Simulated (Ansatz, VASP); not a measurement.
**KCl: VASP beside Ansatz**

The input INCAR:

```
SYSTEM = KCl
PREC = Accurate
ENCUT = 520
EDIFF = 1E-6
ISMEAR = -1
SIGMA = 0.03
LREAL = .FALSE.
LASPH = .TRUE.
NELM = 100
ALGO = Normal
ISIF = 2
LWAVE = .FALSE.
LCHARG = .FALSE.
GGA = PS
NBANDS = 15
```

Contents of KPOINTS:

```
regular mesh
0
G
  7 7 7
  0 0 0
```

Contents of POSCAR:

```
KCl
1.0
    0.0000000000      3.1349174826      3.1349174826
    3.1349174826      0.0000000000      3.1349174826
    3.1349174826      3.1349174826      0.0000000000
K Cl
1 1
Direct
    0.0000000000      0.0000000000      0.0000000000
    0.5000000000      0.5000000000      0.5000000000
```

Input for Ansatz:

```yaml
crystal:
  lattice:
    - [0.0, 3.1349174826, 3.1349174826]
    - [3.1349174826, 0.0, 3.1349174826]
    - [3.1349174826, 3.1349174826, 0.0]
  atoms:
    - { symbol: K, position: [0.0, 0.0, 0.0] }
    - { symbol: Cl, position: [0.5, 0.5, 0.5] }
kpoints:
  mp_grid: { grid: [7, 7, 7] }
  band_path:
    path:
      - [0.0, 0.0, 0.0]
      - [0.5, 0.0, 0.5]
      - [0.625, 0.25, 0.625]
      - [0.375, 0.375, 0.75]
      - [0.0, 0.0, 0.0]
      - [0.5, 0.5, 0.5]
      - [0.5, 0.25, 0.75]
      - [0.5, 0.0, 0.5]
    npoints: 5
scf:
  occupations: { method: fermi_dirac, width: 0.03 }
hamiltonian:
  xc: pbesol
  pseudopotentials: { kind: all_electron, lapw: { basis_error: 0.0005 } }
output:
  forces: true
  stress: true
  eigenvalues: true
```

Change from the starting cell: volume scaled by 0.98.

Alike in both runs: task single point; functional PBEsol; k mesh 7 × 7 × 7; occupations fermi-dirac, width 0.03 eV; no spin polarisation.

|  | VASP | Ansatz |
| --- | --- | --- |
| version | VASP 6.6.1 | Ansatz 0.2.0 |
| potentials or method | VASP PAW PBE potentials, release 64 (K_sv, Cl), cutoff 520 eV | all-electron LAPW, scalar-relativistic |

|  | VASP | Ansatz | Ansatz less VASP |
| --- | --- | --- | --- |
| gap on the k mesh at the Fermi level (eV) | 5.06 | 5.06 | +0.004 |
| pressure (GPa) | -0.2 | -0.2 | -0.04 |

VASP's potentials were made for PBE, not for PBEsol. Ansatz ran all-electron here, and VASP with PAW potentials.
